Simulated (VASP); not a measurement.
# CuAu3 (P4/mmm) in VASP: single point with PBEsol

Aim: the single point of CuAu3 with PBEsol.

All numbers are computed with VASP 6.6.1; they aren't measurements. Logs are shortened: lines on timing, memory, paths and dates and some standing lists are left out, and cuts for length are marked.

## (1) The cell of the first run

Symmetry: P4/mmm, No. 123, tetragonal system. Conventional cell: a = 3.815 Å, b = 3.815 Å, c = 4.214 Å, α = 90.00°, β = 90.00°, γ = 90.00°. Within 3.6 Å of Cu (site symmetry 4/mmm) lie 12 Au at 2.70 to 2.84 Å. Within 3.6 Å of Au (site symmetry mmm) lie 8 Au at 2.70 to 2.84 Å and 4 Cu at 2.84 Å. Within 3.6 Å of Au (site symmetry 4/mmm) lie 4 Cu at 2.70 Å and 8 Au at 2.84 Å.

## (2) Single point, PBEsol (biaxial strain in the a-b plane: -4.0 %, then relaxed in part)

File INCAR:

```
  ALGO = Fast
  EDIFF = 1E-7
  ENCUT = 520
  GGA = PS
  ISIF = 2
  ISMEAR = 0
  LASPH = T
  LCHARG = T
  LELF = T
  LREAL = F
  LVHAR = T
  LWAVE = F
  NBANDS = 30
  NELM = 100
  PREC = Accurate
  SIGMA = 0.1
```

File KPOINTS:

```
k-points
0
Gamma
  14 14 14
```

File POSCAR:

```
CuAu3
1.0
    3.8152816788      0.0000000000      0.0000000000
    0.0000000000      3.8152816788      0.0000000000
    0.0000000000      0.0000000000      4.2142926572
Cu Au
1 3
Direct
    0.0000000000      0.0000000000      0.0000000000
    0.0000000000      0.5000000000      0.5000000000
    0.5000000000      0.0000000000      0.5000000000
    0.5000000000      0.5000000000      0.0000000000
```

Potentials or basis: VASP PAW PBE potentials, release 64 (Cu, Au).

Launch:

```console
cat potpaw_PBE.64/Cu/POTCAR potpaw_PBE.64/Au/POTCAR > POTCAR
mpirun -np 1 vasp_std > vasp.out
```

OUTCAR:

```text
EDIFF = 1E-7
   ENCUT = 520
   GGA = PS
   ISIF = 2
   ISMEAR = 0
   LASPH = T
   LREAL = F
   NELM = 100
   PREC = Accurate

 ion  position               nearest neighbor table
   1  0.000  0.000  0.000-   4 2.70   4 2.70   4 2.70   4 2.70   3 2.84   2 2.84   3 2.84   2 2.84
                             3 2.84   2 2.84   3 2.84   2 2.84
   2  0.000  0.500  0.500-   3 2.70   3 2.70   3 2.70   3 2.70   4 2.84   1 2.84   1 2.84   1 2.84
                             4 2.84   4 2.84   4 2.84   1 2.84
   3  0.500  0.000  0.500-   2 2.70   2 2.70   2 2.70   2 2.70   4 2.84   1 2.84   4 2.84   4 2.84
                             1 2.84   4 2.84   1 2.84   1 2.84
   4  0.500  0.500  0.000-   1 2.70   1 2.70   1 2.70   1 2.70   3 2.84   2 2.84   3 2.84   3 2.84
                             3 2.84   2 2.84   2 2.84   2 2.84

  LATTYP: Found a simple tetragonal cell.
 ALAT       =     3.8152816788
 C/A-ratio  =     1.1045823119

  Lattice vectors:

 A1 = (   3.8152816788,   0.0000000000,   0.0000000000)
 A2 = (   0.0000000000,   3.8152816788,   0.0000000000)
 A3 = (   0.0000000000,   0.0000000000,   4.2142926572)

Analysis of symmetry for initial positions (statically):
=====================================================================
 Subroutine PRICEL returns:
 Original cell was already a primitive cell.

 Routine SETGRP: Setting up the symmetry group for a
 simple tetragonal supercell.

 Subroutine GETGRP returns: Found 16 space group operations
 (whereof 16 operations were pure point group operations)
 out of a pool of 16 trial point group operations.

The static configuration has the point symmetry D_4h.

Analysis of symmetry for dynamics (positions and initial velocities):
=====================================================================
 Subroutine PRICEL returns:
 Original cell was already a primitive cell.

 Routine SETGRP: Setting up the symmetry group for a
 simple tetragonal supercell.

 Subroutine GETGRP returns: Found 16 space group operations
 (whereof 16 operations were pure point group operations)
 out of a pool of 16 trial point group operations.

The dynamic configuration has the point symmetry D_4h.

[... 96 lines left out ...]
   ISPIN  =      1    spin polarized calculation?
   LNONCOLLINEAR =      F non collinear calculations
   LSORBIT =      F    spin-orbit coupling
   LASPH  =      T    aspherical Exc in radial PAW
   ENCUT  =  520.0 eV  38.22 Ry    6.18 a.u.   7.09  7.09  7.84*2*pi/ulx,y,z
   NELM   =    100;   NELMIN=  2; NELMDL= -5     # of ELM steps
   EDIFF  = 0.1E-06   stopping-criterion for ELM
   LREAL  =      F    real-space projection
   EDIFFG = 0.1E-05   stopping-criterion for IOM
   NSW    =      0    number of steps for IOM
   IBRION =     -1    ionic relax: 0-MD 1-quasi-New 2-CG
   NFREE  =      0    steps in history (QN), initial steepest desc. (CG)
   ISIF   =      2    stress and relaxation
   ISYM   =      2    0-nonsym 1-usesym 2-fastsym
   POTIM  = 0.5000    time-step for ionic-motion
   TEBEG  =    0.0;   TEEND  =   0.0 temperature during run
   PSTRESS=    0.0 pullay stress
   NELECT =      44.0000    total number of electrons
   NUPDOWN=      -1.0000    fix difference up-down
   EMIN   =  10.00;   EMAX   =-10.00  energy-range for DOS
   EFERMI =   0.00;   METHOD = LEGACY
   ISMEAR =     0;   SIGMA  =   0.10  broadening in eV -4-tet -1-fermi 0-gaus
   EFERMI_NEDOS =   21; number of points for ismear=-14 and -15
   IALGO  =     68    algorithm
   IMIX   =      4    mixing-type and parameters
     AMIX     =   0.40;   BMIX     =  1.00
     AMIX_MAG =   1.60;   BMIX_MAG =  1.00
  volume/ion in A,a.u.               =      15.34       103.49
  Fermi-wavevector in a.u.,A,eV,Ry     =   1.465435  2.769270 29.218489  2.147498
  Thomas-Fermi vector in A             =   2.581292
   LORBIT       =      0    0 simple, 1 ext, 2 COOP (PROOUT), +10 PAW based schemes
   GGA     = PS    functional components
   LHFCALC =     F    Hartree Fock is set to
   AEXX    =    0.0000 exact exchange contribution
   IVDW    =     0    specifies the selected vdW correction
   LEPSILON=     F    determine dielectric tensor
   LRPA    =     F    only Hartree local field effects (RPA)
 non-spin polarized calculation
 RMM-DIIS sequential band-by-band and
 Gauss-broadening in eV      SIGMA  =   0.10
  energy-cutoff  :      520.00
  volume of cell :       61.34
 maximum number of plane-waves:      1676
   NGX = 15   NGY = 15   NGZ = 15

 number of electron      43.9999979 magnetization

 Free energy of the ion-electron system (eV)
  ---------------------------------------------------
  ext. energy  EPLUGINS =         0.00000000
  ---------------------------------------------------
  free energy    TOTEN  =       -16.09440016 eV

  energy without entropy =      -16.08930016  energy(sigma->0) =      -16.09185016

 E-fermi :   9.4613     XC(G=0): -13.0313

 val. band max:        9.4408386312   @ k =   0.5000   0.2143   0.4286
 cond. band min:       9.4704810100   @ k =   0.4286   0.1429   0.5000
 fundamental gap:      0.0296423789
 Fermi energy:         9.4613318696

 k-point     1 :       0.0000    0.0000    0.0000
  band No.  band energies     occupation
      1      -0.8034      2.00000
      2       1.6767      2.00000
      3       2.4051      2.00000
      4       2.4556      2.00000
      5       2.6602      2.00000
      6       2.6602      2.00000
[... 781 lines left out ...]
     29      19.5635      0.00000
     30      20.7233      0.00000

 [... further k-points ...]

------------------------ aborting loop because EDIFF is reached ----------------------------------------

  FORCE on cell =-STRESS in cart. coord.  units (eV):
  Direction    XX          YY          ZZ          XY          YZ          ZX
  --------------------------------------------------------------------------------------
  -------------------------------------------------------------------------------------
  Total        2.8614586      2.8614586     -0.0730555      0.0000000      0.0000000      0.0000000
  in kB       74.7343296     74.7343296     -1.9080308      0.0000000      0.0000000      0.0000000
  external PRESSURE =      49.1868761 kB  Pullay stress =       0.0000000 kB

 VOLUME and BASIS-vectors are now :
 -----------------------------------------------------------------------------
  energy-cutoff  :      520.00
  volume of cell :       61.34
      direct lattice vectors                 reciprocal lattice vectors
     3.815281679  0.000000000  0.000000000     0.262103846  0.000000000  0.000000000
     0.000000000  3.815281679  0.000000000     0.000000000  0.262103846  0.000000000
     0.000000000  0.000000000  4.214292657     0.000000000  0.000000000  0.237287745

 POSITION                                       TOTAL-FORCE (eV/Angst)
 -----------------------------------------------------------------------------------
      0.00000      0.00000      0.00000         0.000000      0.000000      0.000000
      0.00000      1.90764      2.10715         0.000000      0.000000      0.000000
      1.90764      0.00000      2.10715         0.000000      0.000000      0.000000
      1.90764      1.90764      0.00000         0.000000      0.000000      0.000000
 -----------------------------------------------------------------------------------
    total drift:                                0.000000      0.000000      0.000000

  FREE ENERGIE OF THE ION-ELECTRON SYSTEM (eV)
  ---------------------------------------------------
  free  energy   TOTEN  =       -16.0944001591 eV

  energy  without entropy=      -16.0893001560  energy(sigma->0) =      -16.09185016
```

stdout:

```text
POSCAR found type information on POSCAR CuAu
 POSCAR found :  2 types and       4 ions
 scaLAPACK will be used
 -----------------------------------------------------------------------------
|                                                                             |
|                                                                             |
|     You enforced a specific xc type in the INCAR file but a different       |
|     I HOPE YOU KNOW WHAT YOU ARE DOING!                                     |
|                                                                             |
 -----------------------------------------------------------------------------

 LDA part: xc-table for (Slater+PW92), standard interpolation
 POSCAR, INCAR and KPOINTS ok, starting setup
 FFT: planning ... GRIDC
 FFT: planning ... GRID_SOFT
 FFT: planning ... GRID
 WAVECAR not read
 entering main loop
WARNING in EDDRMM: call to ZHEGV failed, returncode =   8  4     30
WARNING in EDDRMM: call to ZHEGV failed, returncode =   6  3     30
WARNING in EDDRMM: call to ZHEGV failed, returncode =   8  4     30
WARNING in EDDRMM: call to ZHEGV failed, returncode =   8  4     29
WARNING in EDDRMM: call to ZHEGV failed, returncode =   8  4     30
```

It took 15 min on 1 thread of Oxide Virtual Turin-like, shared host; peak memory 0.49 GiB.

Results:

- Free energy: -16.0944 eV
- Pressure: 4.9 GPa
- Band gap on the k mesh: zero (bands 22 and 23 overlap by 2.29 eV)

Levels at points of the mesh, in eV from the Fermi level:
| k point | band 19 | band 20 | band 21 | band 22 | band 23 | band 24 | band 25 | band 26 |
| --- | --- | --- | --- | --- | --- | --- | --- | --- |
| (0.00, 0.00, 0.00) | -1.55 | -1.29 | -1.04 | -0.20 | 1.55 | 1.55 | 4.76 | 7.20 |
| (0.50, 0.00, 0.00) | -2.18 | -2.10 | -1.76 | -1.62 | 4.68 | 5.00 | 5.28 | 5.93 |
| (0.50, 0.50, 0.00) | -2.16 | -2.16 | -0.42 | 0.16 | 0.56 | 0.56 | 7.63 | 7.64 |
| (0.00, 0.00, 0.50) | -2.27 | -1.84 | -1.29 | -1.04 | 6.04 | 6.04 | 6.13 | 6.32 |
| (0.50, 0.00, 0.50) | -2.28 | -2.27 | -0.93 | -0.38 | -0.29 | -0.28 | 8.97 | 9.84 |
| (0.50, 0.50, 0.50) | -1.63 | -1.57 | -1.23 | -1.18 | -1.18 | -1.18 | 2.91 | 3.38 |

Caveat: the cell differs from its parent crystal (biaxial strain in the a-b plane: -4.0 %, then relaxed in part); the stress differs along the axes, from -0 to 7 GPa; the PAW data sets were made with another functional, which shifts forces and pressure a little; spin-orbit coupling is left out, which moves the levels of the heavy elements.

The gap in the log of VASP goes by the Fermi energy; the results here count the filled bands.